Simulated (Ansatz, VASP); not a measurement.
# AlN: VASP beside Ansatz

```
CELL_PARAMETERS angstrom
-1.65675 2.86957 0.00000
0.00000 0.00000 4.18746
4.97025 2.86957 0.00000
ATOMIC_POSITIONS crystal
Al 0.40493 0.75000 0.26173
Al 0.00000 0.75000 0.66667
Al 0.00000 0.25000 0.33333
Al 0.50000 0.25000 0.83333
N 0.50000 0.25000 0.16667
N 0.00000 0.25000 0.66667
N 0.00000 0.75000 0.33333
N 0.50000 0.75000 0.83333
```

Alike in both runs: task single point; functional PBE; k mesh 8 × 6 × 4; occupations gaussian, width 0.05 eV; no spin polarisation.

```csv
,VASP,Ansatz
version,VASP 6.6.1,Ansatz 0.2.0
potentials or method,"VASP PAW PBE potentials, release 64 (Al, N), cutoff 520 eV","scalar-relativistic, plane waves, PAW"
valence electrons in the cell,32,32
```

VASP gave:

- gap on the k mesh at the Fermi level (eV): 2.34
- least direct gap on the mesh (eV): 2.34
- pressure (GPa): 19.9
- traceless stress, the component that is largest in VASP (GPa): -32.56
- rms of the force components (eV/Å): 7.022

Problem. Estimate Ansatz's values.

Solution. gap on the k mesh at the Fermi level (eV): 2.34; least direct gap on the mesh (eV): 2.34; pressure (GPa): 20.0; traceless stress, the component that is largest in VASP (GPa): -32.55; rms of the force components (eV/Å): 7.029.

Atom by atom the forces differ by 0.010 eV/Å (rms over components).
